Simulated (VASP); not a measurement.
Set up this calculation in VASP 6.6.1, as the native input.

```yaml
Task: single point
Functional: PBEsol
Potentials_or_basis: VASP PAW PBE potentials, release 64 (Ga_d)
Cutoff: 520 eV
k_mesh: 13 × 13 × 13
Occupations: fermi-dirac, width 0.1 eV
Spin: no spin polarisation
Dipole_correction: no
Further_INCAR_settings: ALGO = Normal; EDIFF = 1e-06; NBANDS = 12
```

The structure of Ga lies in POSCAR:

```
Ga
1.0
    0.0000000000      2.0717283687      2.0717283687
    2.0717283687      0.0000000000      2.0717283687
    2.0717283687      2.0717283687      0.0000000000
Ga
1
Direct
    0.0000000000      0.0000000000      0.0000000000
```

The input as run:

INCAR

```
SYSTEM = Ga
PREC = Accurate
ENCUT = 520
EDIFF = 1E-6
ISMEAR = -1
SIGMA = 0.1
LREAL = .False.
LASPH = .True.
NELM = 80
ALGO = Normal
ISIF = 2
LWAVE = .False.
LCHARG = .False.
GGA = PS
NBANDS = 12
```

KPOINTS

```
Automatic mesh
0
Gamma
  13 13 13
  0 0 0
```

Potentials or basis: VASP PAW PBE potentials, release 64 (Ga_d).

Launch:

```console
$ cat potpaw_PBE.64/Ga_d/POTCAR > POTCAR
$ mpirun -np 1 vasp_std > vasp.out
```

It gave:

```yaml
Pressure: 0.0 GPa
```

Caveat: the PAW data sets were made with another functional, which shifts forces and pressure a little.

Wall time 5.9 s on 1 thread of Intel(R) Xeon(R) Platinum 8559C (Emerald Rapids), on a shared host, peak memory 0.15 GiB.
